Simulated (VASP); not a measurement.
Wanted: the native input for a VASP 6.6.1 run.

```
Task                               : single point
Functional                         : PBE-based screened hybrid
Potentials or basis                : VASP PAW PBE potentials, release 64 (Ni, O)
Cutoff                             : 520 eV
k mesh                             : 5 × 5 × 5
Occupations                        : fermi-dirac, width 0.05 eV
Spin                               : collinear spin, ferromagnetic start
Starting moments                   : [1.0, 0.0] μB
Dipole correction                  : no
Grid for exact exchange (PRECFOCK) : Normal
Share of exact exchange            : 0.25
Further INCAR settings             : ALGO = Normal; EDIFF = 1e-07; NBANDS = 19
Screening parameter                : 0.3 1/Å
```

Crystal: NiO.

```xyz
2
Lattice="0.0000 2.2835 2.2835 2.2835 0.0000 2.2835 2.2835 2.2835 0.0000" Properties=species:S:1:pos:R:3 pbc="T T T"
Ni    0.0000    0.0000    0.0000
O     1.1418    1.1418    1.1418
```

The input as run:

POSCAR

```
NiO
1.0
    0.0000000000      2.2835484600      2.2835484600
    2.2835484600      0.0000000000      2.2835484600
    2.2835484600      2.2835484600      0.0000000000
Ni O
1 1
Direct
    0.0000000000      0.0000000000      0.0000000000
    0.2500000000      0.2500000000      0.2500000000
```

INCAR.step1

```
SYSTEM = NiO
PREC = Accurate
ENCUT = 520
EDIFF = 1E-5
ISMEAR = -1
SIGMA = 0.05
LREAL = .False.
LASPH = .True.
NELM = 150
ALGO = Normal
ISIF = 2
LWAVE = .True.
ISPIN = 2
MAGMOM = 1 0
LORBIT = 11
LMAXMIX = 4
NBANDS = 19
GGA = PE
```

INCAR.step2

```
SYSTEM = NiO
PREC = Accurate
ENCUT = 520
EDIFF = 1E-7
ISMEAR = -1
SIGMA = 0.05
LREAL = .False.
LASPH = .True.
NELM = 150
ALGO = Normal
ISIF = 2
LWAVE = .False.
LCHARG = .True.
ISPIN = 2
MAGMOM = 1 0
LORBIT = 11
LMAXMIX = 4
GGA = PE
LHFCALC = .True.
AEXX = 0.25
HFSCREEN = 0.3
PRECFOCK = Normal
LELF = .True.
LVHAR = .True.
NBANDS = 19
ISTART = 1
```

KPOINTS

```
Automatic mesh
0
Gamma
  5 5 5
  0 0 0
```

Potentials or basis: VASP PAW PBE potentials, release 64 (Ni, O).

Command:

```sh
$ cat potpaw_PBE.64/Ni/POTCAR potpaw_PBE.64/O/POTCAR > POTCAR
$ cp INCAR.step1 INCAR
$ mpirun -np 1 vasp_std > vasp.out
$ cp INCAR.step2 INCAR
$ mpirun -np 1 vasp_std > vasp.out
```

Results of the run:

```json
{"Pressure": "-10.7 GPa", "Band gap on the k mesh": "zero (filled and empty bands overlap)", "Net moment": "2.00 μB per cell", "Site moments": "Ni +1.65; O +0.34 μB", "Valence electrons inside the program's atomic spheres": "Ni 8.96; O 5.00"}
```

Caveat: the k points lie up to 0.48 Å⁻¹ apart; the PAW data sets were made with another functional, which shifts forces and pressure a little; a cell with one magnetic atom can't hold antiferromagnetic order, which such compounds often take; semilocal functionals often make such compounds metallic where correlation or magnetic order opens a gap, which also shifts bond lengths.

Wall time 17 min on 1 thread of Intel(R) Xeon(R) 6975P-C (Granite Rapids), on a shared host, peak memory 0.26 GiB.
